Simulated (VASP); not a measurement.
# AlN (Fm-3m) in VASP: a series of runs

The runs below take AlN through single point, with PBE.

Program: VASP 6.6.1. These are calculated values, not measurements. Logs are shortened: lines on timing, memory, paths and dates and some standing lists are left out, and cuts for length are marked.

## (1) The cell of the first run

The structure is cubic, space group Fm-3m (No. 225). Conventional cell: a = 4.038 Å, b = 4.038 Å, c = 4.038 Å, α = 90.00°, β = 90.00°, γ = 90.00°. Within 2.7 Å of Al (site symmetry m-3m) lie 6 N at 2.02 Å. N (site symmetry m-3m) has 6 Al at 2.02 Å within 2.7 Å.

## (2) Single point, PBE

INCAR

```
SYSTEM = AlN
PREC     = Accurate       ! precision mode
ENCUT    = 520            ! plane-wave cutoff, eV
EDIFF    = 1E-6           ! SCF threshold, eV
ISMEAR   = 0              ! smearing method
SIGMA    = 0.01           ! smearing width, eV
LREAL    = .False.        ! projectors in reciprocal space
LASPH    = .True.         ! aspherical terms in the spheres
NELM     = 100            ! most SCF steps
ALGO     = Normal         ! electronic algorithm
ISIF     = 2              ! what is computed and relaxed
LWAVE    = .False.        ! write WAVECAR
LCHARG   = .False.        ! write CHGCAR
GGA      = PE             ! functional
NBANDS   = 11             ! bands
```

KPOINTS

```
regular mesh
0
Gamma
  6 6 6
  0 0 0
```

POSCAR

```
AlN
1.0
    0.0000000000      2.0188685302      2.0188685302
    2.0188685302      0.0000000000      2.0188685302
    2.0188685302      2.0188685302      0.0000000000
Al N
1 1
Direct
    0.0000000000      0.0000000000      0.0000000000
    0.5000000000      0.5000000000      0.5000000000
```

Potentials or basis: VASP PAW PBE potentials, release 64 (Al, N).

The run is started by

```
$ cat potpaw_PBE.64/Al/POTCAR potpaw_PBE.64/N/POTCAR > POTCAR
$ mpirun -np 1 vasp_std > vasp.out
```

OUTCAR:

```text
SYSTEM = AlN
   PREC = Accurate
   ENCUT = 520
   EDIFF = 1E-6
   ISMEAR = 0
   LREAL = .False.
   LASPH = .True.
   NELM = 100
   ISIF = 2
   GGA = PE

 ion  position               nearest neighbor table
   1  0.000  0.000  0.000-   2 2.02   2 2.02   2 2.02   2 2.02   2 2.02   2 2.02
   2  0.500  0.500  0.500-   1 2.02   1 2.02   1 2.02   1 2.02   1 2.02   1 2.02

  LATTYP: Found a face centered cubic cell.
 ALAT       =     4.0377370604

  Lattice vectors:

 A1 = (   0.0000000000,   2.0188685302,   2.0188685302)
 A2 = (   2.0188685302,   0.0000000000,   2.0188685302)
 A3 = (   2.0188685302,   2.0188685302,   0.0000000000)

Analysis of symmetry for initial positions (statically):
=====================================================================
 Subroutine PRICEL returns:
 Original cell was already a primitive cell.

 Routine SETGRP: Setting up the symmetry group for a
 face centered cubic supercell.

 Subroutine GETGRP returns: Found 48 space group operations
[... 9 lines left out ...]

 Routine SETGRP: Setting up the symmetry group for a
 face centered cubic supercell.

 Subroutine GETGRP returns: Found 48 space group operations
[... 11 lines left out ...]
                                     Primitive cell

  volume of cell :      16.4571

  direct lattice vectors                    reciprocal lattice vectors
     0.000000000  2.018868530  2.018868530    -0.247663477  0.247663477  0.247663477
     2.018868530  0.000000000  2.018868530     0.247663477 -0.247663477  0.247663477
     2.018868530  2.018868530  0.000000000     0.247663477  0.247663477 -0.247663477

  length of vectors
     2.855111256  2.855111256  2.855111256     0.428965726  0.428965726  0.428965726

  position of ions in fractional coordinates (direct lattice)
     0.000000000  0.000000000  0.000000000
     0.500000000  0.500000000  0.500000000

  ion indices of the primitive-cell ions
   primitive index   ion index
                 1           1
                 2           2

----------------------------------------------------------------------------------------

 KPOINTS: regular mesh

Automatic generation of k-mesh.
 Grid dimensions read from file:
 generate k-points for:    6    6    6

 Generating k-lattice:

  Cartesian coordinates                     Fractional coordinates (reciprocal lattice)
    -0.041277246  0.041277246  0.041277246     0.166666667  0.000000000  0.000000000
     0.041277246 -0.041277246  0.041277246     0.000000000  0.166666667  0.000000000
     0.041277246  0.041277246 -0.041277246     0.000000000  0.000000000  0.166666667

  Length of vectors
     0.071494288  0.071494288  0.071494288

  Shift w.r.t. Gamma in fractional coordinates (k-lattice)
     0.000000000  0.000000000  0.000000000

 Subroutine IBZKPT returns following result:
 ===========================================

 Found     16 irreducible k-points:

 Following reciprocal coordinates:
            Coordinates               Weight
  0.000000  0.000000  0.000000      1.000000
  0.166667  0.000000  0.000000      8.000000
  0.333333  0.000000  0.000000      8.000000
  0.500000  0.000000  0.000000      4.000000
  0.166667  0.166667  0.000000      6.000000
  0.333333  0.166667  0.000000     24.000000
[... 8 lines left out ...]
 -0.333333  0.333333  0.166667     24.000000
 -0.333333  0.500000  0.166667     12.000000
   k-points           NKPTS =     16   k-points in BZ     NKDIM =     16   number of bands    NBANDS=     11
   number of dos      NEDOS =    301   number of ions     NIONS =      2
   total plane-waves  NPLWV =  13824
   dimension x,y,z NGX =    24 NGY =   24 NGZ =   24
   dimension x,y,z NGXF=    48 NGYF=   48 NGZF=   48
   ions per type =               1   1
   NGX,Y,Z   is equivalent  to a cutoff of  13.97, 13.97, 13.97 a.u.
   NGXF,Y,Z  is equivalent  to a cutoff of  27.95, 27.95, 27.95 a.u.
 SYSTEM =  AlN
   PREC   = accura    normal or accurate (medium, high low for compatibility)
   ISTART =      0    job   : 0-new  1-cont  2-samecut
   ICHARG =      2    charge: 1-file 2-atom 10-const
   ISPIN  =      1    spin polarized calculation?
   LNONCOLLINEAR =      F non collinear calculations
   LSORBIT =      F    spin-orbit coupling
   LASPH  =      T    aspherical Exc in radial PAW
   ENCUT  =  520.0 eV  38.22 Ry    6.18 a.u.   5.31  5.31  5.31*2*pi/ulx,y,z
   NELM   =    100;   NELMIN=  2; NELMDL= -5     # of ELM steps
   EDIFF  = 0.1E-05   stopping-criterion for ELM
   LREAL  =      F    real-space projection
   EDIFFG = 0.1E-04   stopping-criterion for IOM
   NSW    =      0    number of steps for IOM
   IBRION =     -1    ionic relax: 0-MD 1-quasi-New 2-CG
   NFREE  =      0    steps in history (QN), initial steepest desc. (CG)
   ISIF   =      2    stress and relaxation
   ISYM   =      2    0-nonsym 1-usesym 2-fastsym
   POTIM  = 0.5000    time-step for ionic-motion
   TEBEG  =    0.0;   TEEND  =   0.0 temperature during run
   PSTRESS=    0.0 pullay stress
   NELECT =       8.0000    total number of electrons
   NUPDOWN=      -1.0000    fix difference up-down
   EMIN   =  10.00;   EMAX   =-10.00  energy-range for DOS
   EFERMI =   0.00;   METHOD = LEGACY
   ISMEAR =     0;   SIGMA  =   0.01  broadening in eV -4-tet -1-fermi 0-gaus
   EFERMI_NEDOS =   21; number of points for ismear=-14 and -15
   IALGO  =     38    algorithm
   IMIX   =      4    mixing-type and parameters
     AMIX     =   0.40;   BMIX     =  1.00
     AMIX_MAG =   1.60;   BMIX_MAG =  1.00
  volume/ion in A,a.u.               =       8.23        55.53
  Fermi-wavevector in a.u.,A,eV,Ry     =   1.287222  2.432497 22.544044  1.656940
  Thomas-Fermi vector in A             =   2.419249
   LORBIT       =      0    0 simple, 1 ext, 2 COOP (PROOUT), +10 PAW based schemes
   GGA     = PE    functional components
   LHFCALC =     F    Hartree Fock is set to
   AEXX    =    0.0000 exact exchange contribution
   IVDW    =     0    specifies the selected vdW correction
   LEPSILON=     F    determine dielectric tensor
   LRPA    =     F    only Hartree local field effects (RPA)
 non-spin polarized calculation
 Gauss-broadening in eV      SIGMA  =   0.01
  energy-cutoff  :      520.00
  volume of cell :       16.46
 maximum number of plane-waves:       459
 NGX is ok and might be reduce to    24
   NGX = 11   NGY = 11   NGZ = 11

 number of electron       7.9999999 magnetization

 Free energy of the ion-electron system (eV)
  ---------------------------------------------------
  ext. energy  EPLUGINS =         0.00000000
  ---------------------------------------------------
  free energy    TOTEN  =       -14.53321949 eV

  energy without entropy =      -14.53321949  energy(sigma->0) =      -14.53321949

 E-fermi :  10.1739     XC(G=0): -12.3037

 val. band max:       10.0213668238   @ k =   0.0000   0.0000   0.0000
 cond. band min:      14.6623282111   @ k =   0.5000   0.5000   0.0000
 fundamental gap:      4.6409613873
 Fermi energy:        10.1738900257

 k-point     1 :       0.0000    0.0000    0.0000
  band No.  band energies     occupation
      1      -7.5704      2.00000
      2      10.0214      2.00000
      3      10.0214      2.00000
      4      10.0214      2.00000
      5      15.7579      0.00000
      6      22.1974      0.00000
      7      22.1974      0.00000
      8      22.1974      0.00000
      9      27.3495      0.00000
     10      27.8367      0.00000
     11      27.8367      0.00000

 k-point     2 :       0.1667    0.0000    0.0000
  band No.  band energies     occupation
      1      -7.0056      2.00000
      2       7.6238      2.00000
      3       9.7099      2.00000
      4       9.7099      2.00000
      5      16.9126      0.00000
      6      20.7891      0.00000
      7      22.7404      0.00000
      8      22.7404      0.00000
      9      25.6234      0.00000
     10      25.6234      0.00000
     11      27.9493      0.00000

 k-point     3 :       0.3333    0.0000    0.0000
  band No.  band energies     occupation
      1      -5.4980      2.00000
      2       3.7906      2.00000
      3       9.1731      2.00000
      4       9.1731      2.00000
      5      16.5746      0.00000
      6      21.6961      0.00000
      7      21.6961      0.00000
      8      22.2119      0.00000
      9      26.6061      0.00000
     10      27.8986      0.00000
     11      27.8986      0.00000

 k-point     4 :       0.5000    0.0000    0.0000
  band No.  band energies     occupation
      1      -4.2920      2.00000
      2       1.6892      2.00000
      3       8.9369      2.00000
      4       8.9369      2.00000
      5      16.1798      0.00000
      6      21.0496      0.00000
      7      21.0496      0.00000
      8      23.3843      0.00000
      9      26.1566      0.00000
     10      30.7440      0.00000
     11      30.7440      0.00000

 k-point     5 :       0.1667    0.1667    0.0000
  band No.  band energies     occupation
      1      -6.8210      2.00000
      2       7.8680      2.00000
      3       9.1210      2.00000
      4       9.1210      2.00000
      5      17.6424      0.00000
      6      19.1321      0.00000
      7      22.3598      0.00000
      8      23.7176      0.00000
      9      23.7176      0.00000
     10      28.7277      0.00000
     11      30.5824      0.00000
[... 99 lines left out ...]
 k-point    13 :       0.5000    0.5000    0.0000
  band No.  band energies     occupation
      1      -3.3045      2.00000
      2       2.6103      2.00000
      3       7.2120      2.00000
      4       7.2120      2.00000
      5      14.6623      0.00000
      6      15.3138      0.00000
      7      24.1223      0.00000
      8      27.3336      0.00000
      9      27.3336      0.00000
     10      33.2465      0.00000
     11      36.1796      0.00000

 k-point    14 :       0.5000    0.3333    0.1667
  band No.  band energies     occupation
      1      -4.3742      2.00000
      2       4.0065      2.00000
      3       6.1371      2.00000
      4       7.8981      2.00000
      5      18.3188      0.00000
      6      18.9669      0.00000
      7      20.3093      0.00000
      8      24.1417      0.00000
      9      26.8689      0.00000
     10      30.6711      0.00000
     11      33.9158      0.00000

 k-point    15 :      -0.3333    0.3333    0.1667
  band No.  band energies     occupation
      1      -3.4920      2.00000
      2       3.2067      2.00000
      3       5.2722      2.00000
      4       7.3147      2.00000
      5      18.2169      0.00000
      6      19.4073      0.00000
      7      21.6466      0.00000
      8      23.2083      0.00000
      9      28.1244      0.00000
     10      29.2813      0.00000
     11      34.9282      0.00000

 k-point    16 :      -0.3333    0.5000    0.1667
  band No.  band energies     occupation
      1      -3.1856      2.00000
      2       3.3764      2.00000
      3       5.4682      2.00000
      4       6.3455      2.00000
      5      16.9994      0.00000
      6      18.3443      0.00000
      7      22.7036      0.00000
      8      23.7340      0.00000
      9      28.1042      0.00000
     10      31.7019      0.00000
     11      34.9756      0.00000

------------------------ aborting loop because EDIFF is reached ----------------------------------------

  FORCE on cell =-STRESS in cart. coord.  units (eV):
  Direction    XX          YY          ZZ          XY          YZ          ZX
  --------------------------------------------------------------------------------------
  -------------------------------------------------------------------------------------
  Total        0.6276770      0.6276770      0.6276770     -0.0000000     -0.0000000      0.0000000
  in kB       61.1072404     61.1072404     61.1072404     -0.0000000     -0.0000000      0.0000000
  external PRESSURE =      61.1072404 kB  Pullay stress =       0.0000000 kB

 VOLUME and BASIS-vectors are now :
 -----------------------------------------------------------------------------
  energy-cutoff  :      520.00
  volume of cell :       16.46
      direct lattice vectors                 reciprocal lattice vectors
     0.000000000  2.018868530  2.018868530    -0.247663477  0.247663477  0.247663477
     2.018868530  0.000000000  2.018868530     0.247663477 -0.247663477  0.247663477
     2.018868530  2.018868530  0.000000000     0.247663477  0.247663477 -0.247663477

 POSITION                                       TOTAL-FORCE (eV/Angst)
 -----------------------------------------------------------------------------------
      0.00000      0.00000      0.00000         0.000000      0.000000      0.000000
      2.01887      2.01887      2.01887        -0.000000     -0.000000     -0.000000
 -----------------------------------------------------------------------------------
    total drift:                               -0.000000     -0.000000      0.000000

  FREE ENERGIE OF THE ION-ELECTRON SYSTEM (eV)
  ---------------------------------------------------
  free  energy   TOTEN  =       -14.5332194912 eV

  energy  without entropy=      -14.5332194912  energy(sigma->0) =      -14.53321949
```

It took 3.5 s on 1 thread of AMD EPYC 7R13 (Zen 3), shared host; peak memory 0.1 GiB.

What came out:

```yaml
Free_energy: -14.5332 eV
Pressure: 6.1 GPa
Band_gap_on_the_k_mesh: 4.64 eV, indirect (least direct gap 5.74 eV)
```

Caveat: the k points lie up to 0.45 Å⁻¹ apart.

## (3) Single point, PBE

INCAR

```
SYSTEM = AlN
PREC = Accurate ; ENCUT = 520
EDIFF = 1E-7 ; ISMEAR = -1
SIGMA = 0.02 ; LREAL = .FALSE.
LASPH = .TRUE. ; NELM = 100
ALGO = Normal ; ISIF = 2
LWAVE = .FALSE. ; LCHARG = .FALSE.
GGA = PE ; NBANDS = 11
```

KPOINTS

```
regular mesh
0
G
  10 10 10
  0 0 0
```

POSCAR is that of step 2.

Potentials or basis: VASP PAW PBE potentials, release 64 (Al, N).

The run is started by

```
$ cat potpaw_PBE.64/Al/POTCAR potpaw_PBE.64/N/POTCAR > POTCAR
$ mpirun -np 1 vasp_std > vasp.out
```

Wall time 12 s (1 thread of AMD EPYC 7R13 (Zen 3), shared host); peak memory 0.1 GiB.

It converged, with:

```
Free energy            : -14.5384 eV
Pressure               : 6.1 GPa
Band gap on the k mesh : 4.65 eV, indirect (least direct gap 5.74 eV)
```

Levels at points of the mesh, in eV from the valence-band top:
```csv
k point,band 1,band 2,band 3,band 4,band 5,band 6,band 7,band 8,band 9
"(0.00, 0.00, 0.00)",-17.59,0.00,0.00,0.00,5.74,12.18,12.18,12.18,17.33
"(0.50, 0.00, 0.00)",-14.31,-8.33,-1.08,-1.08,6.16,11.03,11.03,13.36,16.14
"(0.50, 0.50, 0.00)",-13.33,-7.41,-2.81,-2.81,4.65,5.30,14.10,17.31,17.31
```

A k mesh can miss the band edges. A hybrid or GW would open this gap; PBE tends to underestimate it.
